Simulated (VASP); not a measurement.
Input of a VASP 6.6.1 run:

Contents of INCAR:

```
ALGO = Normal
EDIFF = 1E-6
ENCUT = 520
ISIF = 2
ISMEAR = -1
LASPH = True
LCHARG = False
LREAL = False
LWAVE = False
NBANDS = 25
NELM = 80
PREC = Accurate
SIGMA = 0.15
```

The input KPOINTS:

```
k-points
0
Gamma
  12 12 12
```

Contents of POSCAR:

```
Ga2Pt
1.0
    0.0000000000      2.9356918765      2.9356918765
    2.9356918765      0.0000000000      2.9356918765
    2.9356918765      2.9356918765      0.0000000000
Ga Pt
2 1
Direct
    0.2500000000      0.2500000000      0.2500000000
    0.7500000000      0.7500000000      0.7500000000
    0.0000000000      0.0000000000      0.0000000000
```

Potentials or basis: VASP PAW LDA potentials, release 64 (Ga_d, Pt).

The run is started by

```console
$ cat potpaw_LDA.64/Ga_d/POTCAR potpaw_LDA.64/Pt/POTCAR > POTCAR
$ mpirun -np 1 vasp_std > vasp.out
```

(1) What does it give for the band gap on the k mesh?

(2) Estimate the pressure.

## Answers

(1) zero (band 18 reaches 12.61 eV, above the bottom of band 19 at 5.40 eV).

(2) 0.6 GPa.

Caveat: spin-orbit coupling is left out, which moves the levels of the heavy elements.
